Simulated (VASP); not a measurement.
Wanted: the native input for a VASP 6.6.1 run.

- Task: single point
- Functional: PBEsol
- Potentials or basis: VASP PAW PBE potentials, release 64 (Ru_pv)
- Cutoff: 520 eV
- k mesh: 19 × 19 × 4
- Occupations: gaussian, width 0.15 eV
- Spin: no spin polarisation
- Dipole correction: no
- Further INCAR settings: ALGO = Fast; EDIFF = 1e-06; NBANDS = 51

The structure of Ru lies in POSCAR:

```
Ru
1.0
    1.8844236800     -1.8844236800      0.0000000000
    1.8844236800      0.0000000000     -1.8844236800
    7.5376947202      7.5376947202      7.5376947202
Ru
6
Direct
    0.6666666667      0.6666666667      0.1666666667
    0.0000000000      0.0000000000      0.0000000000
    0.3333333333      0.3333333333      0.3333333333
    0.6666666667      0.6666666667      0.6666666667
    0.0000000000      0.0000000000      0.5000000000
    0.3333333333      0.3333333333      0.8333333333
```

This isn't the form of Ru at room conditions, which is hcp.

One way to write it, as run:

INCAR

```
PREC     = Accurate       # precision mode
ENCUT    = 520            # plane-wave cutoff, eV
EDIFF    = 1E-6           # SCF threshold, eV
ISMEAR   = 0              # smearing method
SIGMA    = 0.15           # smearing width, eV
LREAL    = False          # projectors in reciprocal space
LASPH    = True           # aspherical terms in the spheres
NELM     = 60             # most SCF steps
ALGO     = Fast           # electronic algorithm
ISIF     = 2              # what is computed and relaxed
LWAVE    = False          # write WAVECAR
LCHARG   = False          # write CHGCAR
GGA      = PS             # functional
NBANDS   = 51             # bands
```

KPOINTS

```
regular mesh
0
Gamma
  19 19 4
```

Potentials or basis: VASP PAW PBE potentials, release 64 (Ru_pv).

Command:

```bash
$ cat potpaw_PBE.64/Ru_pv/POTCAR > POTCAR
$ mpirun -np 1 vasp_std > vasp.out
```

Results of the run:

```yaml
Pressure: -0.1 GPa
Band_gap_on_the_k_mesh: zero (bands 42 and 43 overlap by 2.96 eV)
```

Caveat: the PAW data sets were made with another functional, which shifts forces and pressure a little.

Run time: 10 min on 1 thread of Intel(R) Xeon(R) Platinum 8488C (Sapphire Rapids), with other jobs on the host, peak memory 0.49 GiB.
